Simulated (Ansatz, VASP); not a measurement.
# GaP2: VASP beside Ansatz

```xyz
3
Lattice="5.1290 0.0000 0.0000 0.0000 5.1290 0.0000 0.0000 0.0000 2.3429" Properties=species:S:1:pos:R:3 pbc="T T T"
Ga    0.0000    0.0000    0.0000
P     0.0000    2.5645    0.0000
P     2.5645    0.0000    0.0000
```

Alike in both runs: task relaxation of cell and atoms; functional PBE; k mesh 10 × 10 × 20; occupations gaussian, width 0.1 eV; no spin polarisation.

|  | VASP | Ansatz |
| --- | --- | --- |
| version | VASP 6.6.1 | Ansatz 0.2.0 |
| potentials or method | VASP PAW PBE potentials, release 64 (Ga_d, P), cutoff 600 eV | scalar-relativistic, plane waves, PAW |
| valence electrons in the cell | 23 | 23 |

```tsv
	VASP	Ansatz	Ansatz less VASP
gap on the k mesh at the Fermi level, each at its own relaxed structure (eV)	none	none	-
relaxed volume (Å³/atom)	20.74	20.74	+0.007
relaxed length of the cell vector where the two differ most in proportion (Å)	2.375	2.377	+0.0015
```

A gap of «none» marks a metal or a gap that the smearing closes.
